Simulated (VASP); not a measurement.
FeSi (e600), 8 atoms in the cell. The structure is cubic, space group P2_13 (No. 198). The conventional cell has a = 4.535 Å, b = 4.535 Å, c = 4.535 Å, α = 90.00°, β = 90.00°, γ = 90.00°. Within 3.0 Å of Fe (site symmetry 3) lie 7 Si at 2.31 to 2.57 Å and 6 Fe at 2.78 Å. Within 3.0 Å of Si (site symmetry 3) lie 7 Fe at 2.31 to 2.57 Å and 6 Si at 2.81 Å.  This cell differs from its parent crystal: volume scaled by 1.06, then relaxed in part.

* Program: VASP 6.6.1
* Task: single point
* Functional: PBE
* Potentials or basis: VASP PAW PBE potentials, release 64 (Fe, Si)
* Cutoff: 520 eV
* k mesh: 8 × 8 × 8
* Occupations: gaussian, width 0.01 eV
* Spin: no spin polarisation
* Dipole correction: no
* Further INCAR settings: ALGO = Normal; EDIFF = 1e-06; NBANDS = 34

Potentials or basis: VASP PAW PBE potentials, release 64 (Fe, Si).

The run is started by

```console
$ cat potpaw_PBE.64/Fe/POTCAR potpaw_PBE.64/Si/POTCAR > POTCAR
$ mpirun -np 1 vasp_std > vasp.out
```

Hardware: 1 thread of Intel Xeon 6975P-C (shared host).

How long does it take, and how much memory?

Run time: 2.4 min on 1 thread of Intel Xeon 6975P-C, on a shared host, peak memory 0.26 GiB. Counts: scf iterations 15, k points 45.
